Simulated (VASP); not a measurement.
A run of VASP 6.6.1:

The input INCAR:

```
  PREC = Accurate
  ENCUT = 520
  EDIFF = 1E-6
  ISMEAR = -1
  SIGMA = 0.08
  LREAL = F
  LASPH = T
  NELM = 100
  ALGO = Normal
  ISIF = 2
  LWAVE = F
  LCHARG = F
  GGA = PE
  NBANDS = 12
```

The input KPOINTS:

```
regular mesh
0
Gamma
  15 15 15
```

POSCAR

```
Sb
1.0
   -2.9871857361      2.9871857361      1.5709857131
    2.9871857361     -2.9871857361      1.5709857131
    2.9871857361      2.9871857361     -1.5709857131
Sb
2
Direct
   -0.3750000000     -0.1250000000     -0.2500000000
    0.3750000000      0.1250000000      0.2500000000
```

Potentials or basis: VASP PAW PBE potentials, release 64 (Sb).

The run is started by

```bash
$ cat potpaw_PBE.64/Sb/POTCAR > POTCAR
$ mpirun -np 1 vasp_std > vasp.out
```

Hardware: 1 thread of Intel(R) Xeon(R) Platinum 8259CL CPU @ 2.50GHz (Skylake/Cascade Lake), with other jobs on the host.

How long does it take, and how much memory?

Wall time 110 s on 1 thread of Intel(R) Xeon(R) Platinum 8259CL CPU @ 2.50GHz (Skylake/Cascade Lake), on a shared host, peak memory 0.32 GiB. Counts: scf iterations 10, k points 288.
